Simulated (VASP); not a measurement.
# Sr (Fm-3m) in VASP: a series of runs

The runs below take Sr through single point, with r2SCAN.

Program: VASP 6.6.1. These are calculated values, not measurements. Logs are shortened: lines on timing, memory, paths and dates and some standing lists are left out, and cuts for length are marked.

**1. The cell of the first run**

It takes space group Fm-3m (No. 225, cubic). The conventional cell has a = 6.104 Å, b = 6.104 Å, c = 6.104 Å, α = 90.00°, β = 90.00°, γ = 90.00°. Sr (site symmetry m-3m) has 12 Sr at 4.32 Å within 5.7 Å.

**2. Single point, r2SCAN**

Input file POSCAR:

```
Sr
1.0
    0.0000000000      3.0521104090      3.0521104090
    3.0521104090      0.0000000000      3.0521104090
    3.0521104090      3.0521104090      0.0000000000
Sr
1
Direct
    0.0000000000      0.0000000000      0.0000000000
```

Input file INCAR.step1:

```
ALGO = Normal ; EDIFF = 1E-4
ENCUT = 520 ; GGA = PE
ISMEAR = 0 ; LASPH = T
LCHARG = F ; LREAL = F
LWAVE = T ; NBANDS = 11
NELM = 100 ; PREC = Accurate
SIGMA = 1.0
```

Input file INCAR.step2:

```
ALGO = Normal ; EDIFF = 1E-6
ENCUT = 520 ; ISIF = 2
ISMEAR = 0 ; ISTART = 1
LASPH = T ; LCHARG = F
LMIXTAU = T ; LREAL = F
LWAVE = F ; METAGGA = R2SCAN
NBANDS = 11 ; NELM = 100
PREC = Accurate ; SIGMA = 1.0
```

Input file KPOINTS:

```
k-points
0
Gamma
  9 9 9
```

Potentials or basis: VASP PAW PBE potentials, release 64 (Sr_sv).

The run is started by

```console
$ cat potpaw_PBE.64/Sr_sv/POTCAR > POTCAR
$ cp INCAR.step1 INCAR
$ mpirun -np 1 vasp_std > vasp.out
$ cp INCAR.step2 INCAR
$ mpirun -np 1 vasp_std > vasp.out
```

OUTCAR:

```text
EDIFF = 1E-6
   ENCUT = 520
   ISIF = 2
   ISMEAR = 0
   ISTART = 1
   LASPH = T
   LREAL = F
   METAGGA = R2SCAN
   NELM = 100
   PREC = Accurate

 ion  position               nearest neighbor table
   1  0.000  0.000  0.000-

  LATTYP: Found a face centered cubic cell.
 ALAT       =     6.1042208180

  Lattice vectors:

 A1 = (   0.0000000000,   3.0521104090,   3.0521104090)
 A2 = (   3.0521104090,   0.0000000000,   3.0521104090)
 A3 = (   3.0521104090,   3.0521104090,   0.0000000000)

Analysis of symmetry for initial positions (statically):
=====================================================================
 Subroutine PRICEL returns:
 Original cell was already a primitive cell.

 Routine SETGRP: Setting up the symmetry group for a
 face centered cubic supercell.

 Subroutine GETGRP returns: Found 48 space group operations
 (whereof 48 operations were pure point group operations)
 out of a pool of 48 trial point group operations.

The static configuration has the point symmetry O_h .

Analysis of symmetry for dynamics (positions and initial velocities):
=====================================================================
 Subroutine PRICEL returns:
 Original cell was already a primitive cell.

 Routine SETGRP: Setting up the symmetry group for a
 face centered cubic supercell.

 Subroutine GETGRP returns: Found 48 space group operations
 (whereof 48 operations were pure point group operations)
 out of a pool of 48 trial point group operations.

The dynamic configuration has the point symmetry O_h .

 Subroutine INISYM returns: Found 48 space group operations
 (whereof 48 operations are pure point group operations),
 and found     1 'primitive' translations

----------------------------------------------------------------------------------------

                                     Primitive cell

  volume of cell :      56.8631

  direct lattice vectors                    reciprocal lattice vectors
     0.000000000  3.052110409  3.052110409    -0.163821072  0.163821072  0.163821072
     3.052110409  0.000000000  3.052110409     0.163821072 -0.163821072  0.163821072
     3.052110409  3.052110409  0.000000000     0.163821072  0.163821072 -0.163821072

  length of vectors
     4.316335934  4.316335934  4.316335934     0.283746421  0.283746421  0.283746421

  position of ions in fractional coordinates (direct lattice)
     0.000000000  0.000000000  0.000000000

  ion indices of the primitive-cell ions
   primitive index   ion index
                 1           1

----------------------------------------------------------------------------------------

 KPOINTS: k-points

Automatic generation of k-mesh.
 Grid dimensions read from file:
 generate k-points for:    9    9    9

 Generating k-lattice:

  Cartesian coordinates                     Fractional coordinates (reciprocal lattice)
    -0.018202341  0.018202341  0.018202341     0.111111111  0.000000000  0.000000000
     0.018202341 -0.018202341  0.018202341     0.000000000  0.111111111  0.000000000
     0.018202341  0.018202341 -0.018202341     0.000000000  0.000000000  0.111111111

  Length of vectors
     0.031527380  0.031527380  0.031527380

  Shift w.r.t. Gamma in fractional coordinates (k-lattice)
     0.000000000  0.000000000  0.000000000

 Subroutine IBZKPT returns following result:
 ===========================================

 Found     35 irreducible k-points:

 Following reciprocal coordinates:
            Coordinates               Weight
  0.000000  0.000000  0.000000      1.000000
  0.111111  0.000000  0.000000      8.000000
  0.222222  0.000000  0.000000      8.000000
  0.333333  0.000000  0.000000      8.000000
  0.444444  0.000000  0.000000      8.000000
  0.111111  0.111111  0.000000      6.000000
[... 16 lines left out ...]
 -0.333333  0.333333  0.000000     12.000000
  0.444444  0.444444  0.000000      6.000000
 [... further k-points ...]
   k-points           NKPTS =     35   k-points in BZ     NKDIM =     35   number of bands    NBANDS=     11
   number of dos      NEDOS =    301   number of ions     NIONS =      1
   total plane-waves  NPLWV =  32768
   dimension x,y,z NGX =    32 NGY =   32 NGZ =   32
   dimension x,y,z NGXF=    64 NGYF=   64 NGZF=   64
   ions per type =               1
   NGX,Y,Z   is equivalent  to a cutoff of  12.32, 12.32, 12.32 a.u.
   NGXF,Y,Z  is equivalent  to a cutoff of  24.65, 24.65, 24.65 a.u.
 SYSTEM =  unknown system
   PREC   = accura    normal or accurate (medium, high low for compatibility)
   ISTART =      1    job   : 0-new  1-cont  2-samecut
   ICHARG =      0    charge: 1-file 2-atom 10-const
   ISPIN  =      1    spin polarized calculation?
   LNONCOLLINEAR =      F non collinear calculations
   LSORBIT =      F    spin-orbit coupling
   LASPH  =      T    aspherical Exc in radial PAW
   ENCUT  =  520.0 eV  38.22 Ry    6.18 a.u.   8.03  8.03  8.03*2*pi/ulx,y,z
   NELM   =    100;   NELMIN=  2; NELMDL=  0     # of ELM steps
   EDIFF  = 0.1E-05   stopping-criterion for ELM
   LREAL  =      F    real-space projection
   EDIFFG = 0.1E-04   stopping-criterion for IOM
   NSW    =      0    number of steps for IOM
   IBRION =     -1    ionic relax: 0-MD 1-quasi-New 2-CG
   NFREE  =      0    steps in history (QN), initial steepest desc. (CG)
   ISIF   =      2    stress and relaxation
   ISYM   =      2    0-nonsym 1-usesym 2-fastsym
   POTIM  = 0.5000    time-step for ionic-motion
   TEBEG  =    0.0;   TEEND  =   0.0 temperature during run
   PSTRESS=    0.0 pullay stress
   NELECT =      10.0000    total number of electrons
   NUPDOWN=      -1.0000    fix difference up-down
   EMIN   =  10.00;   EMAX   =-10.00  energy-range for DOS
   EFERMI =   0.00;   METHOD = LEGACY
   ISMEAR =     0;   SIGMA  =   1.00  broadening in eV -4-tet -1-fermi 0-gaus
   EFERMI_NEDOS =   21; number of points for ismear=-14 and -15
   IALGO  =     38    algorithm
   IMIX   =      4    mixing-type and parameters
     AMIX     =   0.40;   BMIX     =  1.00
     AMIX_MAG =   1.60;   BMIX_MAG =  1.00
  volume/ion in A,a.u.               =      56.86       383.73
  Fermi-wavevector in a.u.,A,eV,Ry     =   0.917201  1.733259 11.446009  0.841258
  Thomas-Fermi vector in A             =   2.042143
   LORBIT       =      0    0 simple, 1 ext, 2 COOP (PROOUT), +10 PAW based schemes
   METAGGA = R2SCAN    functional components
   LHFCALC =     F    Hartree Fock is set to
   AEXX    =    0.0000 exact exchange contribution
   IVDW    =     0    specifies the selected vdW correction
   LEPSILON=     F    determine dielectric tensor
   LRPA    =     F    only Hartree local field effects (RPA)
 non-spin polarized calculation
 Gauss-broadening in eV      SIGMA  =   1.00
  energy-cutoff  :      520.00
  volume of cell :       56.86
 maximum number of plane-waves:      1550
   NGX = 17   NGY = 17   NGZ = 17

 number of electron      10.0000000 magnetization

 Free energy of the ion-electron system (eV)
  ---------------------------------------------------
  ext. energy  EPLUGINS =         0.00000000
  ---------------------------------------------------
  free energy    TOTEN  =       -15.40837827 eV

  energy without entropy =      -14.79498823  energy(sigma->0) =      -15.10168325

 E-fermi :   1.3483     XC(G=0):  -7.6767

 val. band max:        1.3068261402   @ k =  -0.3333   0.3333   0.0000
 cond. band min:       1.4062363781   @ k =  -0.3333   0.3333   0.1111
 fundamental gap:      0.0994102379
 Fermi energy:         1.3482896198

 k-point     1 :       0.0000    0.0000    0.0000
  band No.  band energies     occupation
      1     -36.5249      2.00000
      2     -17.7963      2.00000
      3     -17.7963      2.00000
      4     -17.7963      2.00000
      5      -2.2848      2.00000
      6       4.1802      0.00006
      7       4.1802      0.00006
      8       4.1802      0.00006
      9       5.7103      0.00000
     10       5.7103      0.00000
     11       8.9161      0.00000

 k-point     2 :       0.1111    0.0000    0.0000
  band No.  band energies     occupation
      1     -36.5234      2.00000
      2     -17.8182      2.00000
      3     -17.7992      2.00000
      4     -17.7992      2.00000
      5      -2.0826      2.00000
      6       3.8453      0.00041
      7       4.2688      0.00004
      8       4.2688      0.00004
      9       5.5888      0.00000
     10       5.5888      0.00000
     11       9.4205      0.00000

 k-point     3 :       0.2222    0.0000    0.0000
  band No.  band energies     occupation
      1     -36.5195      2.00000
      2     -17.8731      2.00000
      3     -17.8066      2.00000
      4     -17.8066      2.00000
      5      -1.5073      1.99995
      6       3.1394      0.01131
      7       4.3510      0.00002
      8       4.3510      0.00002
      9       5.5620      0.00000
     10       5.5620      0.00000
     11       8.9035      0.00000

 k-point     4 :       0.3333    0.0000    0.0000
  band No.  band energies     occupation
      1     -36.5151      2.00000
      2     -17.9345      2.00000
      3     -17.8149      2.00000
      4     -17.8149      2.00000
      5      -0.6580      1.99545
      6       2.3651      0.15045
      7       4.1877      0.00006
      8       4.1877      0.00006
      9       6.0389      0.00000
     10       6.0389      0.00000
     11       8.0707      0.00000
[... 239 lines left out ...]
 k-point    22 :      -0.4444    0.3333    0.0000
  band No.  band energies     occupation
      1     -36.5082      2.00000
      2     -17.9456      2.00000
      3     -17.8885      2.00000
      4     -17.8498      2.00000
      5       1.1985      1.16779
      6       1.8900      0.44364
      7       2.5186      0.09790
      8       5.2464      0.00000
      9       5.9352      0.00000
     10       6.7373      0.00000
     11       7.4523      0.00000

 k-point    23 :      -0.3333    0.3333    0.0000
  band No.  band energies     occupation
      1     -36.5086      2.00000
      2     -17.9193      2.00000
      3     -17.9181      2.00000
      4     -17.8397      2.00000
      5       1.3068      1.04676
      6       1.9814      0.37057
      7       2.3172      0.17062
      8       4.9132      0.00000
      9       5.9717      0.00000
     10       6.2204      0.00000
     11       8.3597      0.00000

 k-point    24 :       0.4444    0.4444    0.0000
  band No.  band energies     occupation
      1     -36.5081      2.00000
      2     -17.9633      2.00000
      3     -17.8604      2.00000
      4     -17.8604      2.00000
      5       0.7722      1.58477
      6       2.0701      0.30736
      7       2.5689      0.08431
      8       6.4156      0.00000
      9       6.4156      0.00000
     10       6.7170      0.00000
     11       7.7599      0.00000

 [... further k-points ...]
[... 5 lines left out ...]
  --------------------------------------------------------------------------------------
  -------------------------------------------------------------------------------------
  Total        0.0685414      0.0685414      0.0685414     -0.0000000      0.0000000      0.0000000
  in kB        1.9312255      1.9312255      1.9312255     -0.0000000      0.0000000      0.0000000
  external PRESSURE =       1.9312255 kB  Pullay stress =       0.0000000 kB

 VOLUME and BASIS-vectors are now :
 -----------------------------------------------------------------------------
  energy-cutoff  :      520.00
  volume of cell :       56.86
      direct lattice vectors                 reciprocal lattice vectors
     0.000000000  3.052110409  3.052110409    -0.163821072  0.163821072  0.163821072
     3.052110409  0.000000000  3.052110409     0.163821072 -0.163821072  0.163821072
     3.052110409  3.052110409  0.000000000     0.163821072  0.163821072 -0.163821072

 POSITION                                       TOTAL-FORCE (eV/Angst)
 -----------------------------------------------------------------------------------
      0.00000      0.00000      0.00000         0.000000     -0.000000      0.000000
 -----------------------------------------------------------------------------------
    total drift:                                0.000000      0.000000      0.000000

  FREE ENERGIE OF THE ION-ELECTRON SYSTEM (eV)
  ---------------------------------------------------
  free  energy   TOTEN  =       -15.4083782703 eV

  energy  without entropy=      -14.7949882313  energy(sigma->0) =      -15.10168325
```

Run time: 36 s. Hardware: 1 thread of Intel Xeon Platinum 8488C (Sapphire Rapids), shared host; peak memory 0.19 GiB.

Results:

```yaml
Free_energy: -15.4084 eV
Pressure: 0.2 GPa
Band_gap_on_the_k_mesh: zero (band 5 reaches 1.46 eV, above the bottom of band 6 at 1.45 eV)
```

Caveat: the PAW data sets were made with another functional, which shifts forces and pressure a little.

**3. Single point, r2SCAN**

POSCAR is that of step 2.

Input file INCAR.step1:

```
SYSTEM = Sr
PREC = Accurate
ENCUT = 520
ISMEAR = 1
SIGMA = 0.01
LREAL = .False.
LASPH = .True.
NELM = 60
NBANDS = 11
GGA = PE
ALGO = Normal
EDIFF = 1E-4
LWAVE = .True.
LCHARG = .False.
```

Input file INCAR.step2:

```
SYSTEM = Sr
PREC = Accurate
ENCUT = 520
EDIFF = 1E-6
ISMEAR = 1
SIGMA = 0.01
LREAL = .False.
LASPH = .True.
NELM = 60
ALGO = Normal
ISIF = 2
LWAVE = .False.
LCHARG = .False.
METAGGA = R2SCAN
LMIXTAU = .True.
NBANDS = 11
ISTART = 1
```

Input file KPOINTS:

```
regular mesh
0
Gamma
  9 9 9
  0 0 0
```

Potentials or basis: VASP PAW PBE potentials, release 64 (Sr_sv).

The run is started by

```console
$ cat potpaw_PBE.64/Sr_sv/POTCAR > POTCAR
$ cp INCAR.step1 INCAR
$ mpirun -np 1 vasp_std > vasp.out
$ cp INCAR.step2 INCAR
$ mpirun -np 1 vasp_std > vasp.out
```

OUTCAR:

```text
SYSTEM = Sr
   PREC = Accurate
   ENCUT = 520
   EDIFF = 1E-6
   ISMEAR = 1
   LREAL = .False.
   LASPH = .True.
   NELM = 60
   ISIF = 2
   METAGGA = R2SCAN
   ISTART = 1

 ion  position               nearest neighbor table
   1  0.000  0.000  0.000-

  LATTYP: Found a face centered cubic cell.
 ALAT       =     6.1042208180

  Lattice vectors:

 A1 = (   0.0000000000,   3.0521104090,   3.0521104090)
 A2 = (   3.0521104090,   0.0000000000,   3.0521104090)
 A3 = (   3.0521104090,   3.0521104090,   0.0000000000)

[... 515 lines left out ...]
 [... further k-points ...]

------------------------ aborting loop because EDIFF is reached ----------------------------------------

  FORCE on cell =-STRESS in cart. coord.  units (eV):
  Direction    XX          YY          ZZ          XY          YZ          ZX
  --------------------------------------------------------------------------------------
  -------------------------------------------------------------------------------------
  Total       -0.0141108     -0.0141108     -0.0141108      0.0000000     -0.0000000      0.0000000
  in kB       -0.3975875     -0.3975875     -0.3975875      0.0000000     -0.0000000      0.0000000
  external PRESSURE =      -0.3975875 kB  Pullay stress =       0.0000000 kB

 VOLUME and BASIS-vectors are now :
 -----------------------------------------------------------------------------
  energy-cutoff  :      520.00
  volume of cell :       56.86
      direct lattice vectors                 reciprocal lattice vectors
     0.000000000  3.052110409  3.052110409    -0.163821072  0.163821072  0.163821072
     3.052110409  0.000000000  3.052110409     0.163821072 -0.163821072  0.163821072
     3.052110409  3.052110409  0.000000000     0.163821072  0.163821072 -0.163821072

 POSITION                                       TOTAL-FORCE (eV/Angst)
 -----------------------------------------------------------------------------------
      0.00000      0.00000      0.00000         0.000000      0.000000     -0.000000
 -----------------------------------------------------------------------------------
    total drift:                                0.000000      0.000000      0.000000

  FREE ENERGIE OF THE ION-ELECTRON SYSTEM (eV)
  ---------------------------------------------------
  free  energy   TOTEN  =       -15.0925211487 eV

  energy  without entropy=      -15.0923967664  energy(sigma->0) =      -15.09247969
```

OUTCAR.step1:

```text
SYSTEM = Sr
   PREC = Accurate
   ENCUT = 520
   ISMEAR = 1
   LREAL = .False.
   LASPH = .True.
   NELM = 60
[... 552 lines left out ...]
 -----------------------------------------------------------------------------------
      0.00000      0.00000      0.00000         0.000000      0.000000      0.000000
 -----------------------------------------------------------------------------------
    total drift:                                0.000000      0.000000      0.000000

  FREE ENERGIE OF THE ION-ELECTRON SYSTEM (eV)
  ---------------------------------------------------
  free  energy   TOTEN  =        -1.6319670416 eV

  energy  without entropy=       -1.6319861294  energy(sigma->0) =       -1.63197340
```

OSZICAR.step1:

```text
N       E                     dE             d eps       ncg     rms          rms(c)
DAV:   1     0.372357482072E+02    0.37236E+02   -0.47603E+03   770   0.786E+02
DAV:   2     0.293465405471E+00   -0.36942E+02   -0.36390E+02   896   0.155E+02
DAV:   3    -0.155116892612E+01   -0.18446E+01   -0.18201E+01  1159   0.248E+01
DAV:   4    -0.162595841926E+01   -0.74789E-01   -0.74663E-01   995   0.475E+00
DAV:   5    -0.162912088109E+01   -0.31625E-02   -0.31624E-02  1130   0.684E-01    0.106E+01
DAV:   6    -0.163082658443E+01   -0.17057E-02   -0.67553E-03   905   0.932E-01    0.596E+00
DAV:   7    -0.163196465522E+01   -0.11381E-02   -0.11503E-02   809   0.121E+00    0.289E-01
DAV:   8    -0.163194653866E+01    0.18117E-04   -0.13678E-03  1190   0.219E-01    0.695E-02
DAV:   9    -0.163196704161E+01   -0.20503E-04   -0.18146E-05   499   0.370E-02
   1 F= -.16319670E+01 E0= -.16319734E+01  d E =0.190878E-04
```

Wall time 38 s (1 thread of Intel Xeon Platinum 8488C (Sapphire Rapids), shared host); peak memory 0.19 GiB.

What came out:

- Free energy: -15.0925 eV
- Pressure: 0.0 GPa
- Band gap on the k mesh: zero (band 5 reaches 1.46 eV, above the bottom of band 6 at 1.45 eV)

Levels at points of the mesh, in eV from the Fermi level:
| k point | band 3 | band 4 | band 5 | band 6 | band 7 | band 8 |
| --- | --- | --- | --- | --- | --- | --- |
| (0.00, 0.00, 0.00) | -19.31 | -19.31 | -3.75 | 2.70 | 2.70 | 2.70 |

Caveat: the PAW data sets were made with another functional, which shifts forces and pressure a little.

**4. Single point, r2SCAN**

POSCAR is that of step 3.

Input file INCAR.step1:

```
ALGO = Normal ; EDIFF = 1E-4
ENCUT = 520 ; GGA = PE
ISMEAR = 1 ; LASPH = T
LCHARG = F ; LREAL = F
LWAVE = T ; NBANDS = 11
NELM = 60 ; PREC = Accurate
SIGMA = 0.03
```

Input file INCAR.step2:

```
ALGO = Normal ; EDIFF = 1E-7
ENCUT = 520 ; ISIF = 2
ISMEAR = 1 ; ISTART = 1
LASPH = T ; LCHARG = F
LMIXTAU = T ; LREAL = F
LWAVE = F ; METAGGA = R2SCAN
NBANDS = 11 ; NELM = 60
PREC = Accurate ; SIGMA = 0.03
```

Input file KPOINTS:

```
k-points
0
Gamma
  9 9 9
```

The run is started by

```console
$ cat potpaw_PBE.64/Sr_sv/POTCAR > POTCAR
$ cp INCAR.step1 INCAR
$ mpirun -np 1 vasp_std > vasp.out
$ cp INCAR.step2 INCAR
$ mpirun -np 1 vasp_std > vasp.out
```

Run time: 47 s. Hardware: 1 thread of Intel Xeon Platinum 8488C (Sapphire Rapids), shared host; peak memory 0.19 GiB.

The run converged. Its results:

| Item | Value |
| --- | --- |
| Free energy | -15.0927 eV |
| Pressure | -0.1 GPa |
| Band gap on the k mesh | zero (filled and empty bands overlap) |

Levels at points of the mesh, in eV from the Fermi level:
| k point | band 3 | band 4 | band 5 | band 6 | band 7 | band 8 |
| --- | --- | --- | --- | --- | --- | --- |
| (0.00, 0.00, 0.00) | -19.31 | -19.31 | -3.75 | 2.70 | 2.70 | 2.70 |

Caveat: the PAW data sets were made with another functional, which shifts forces and pressure a little.

(Continued in part 2 of 2.)
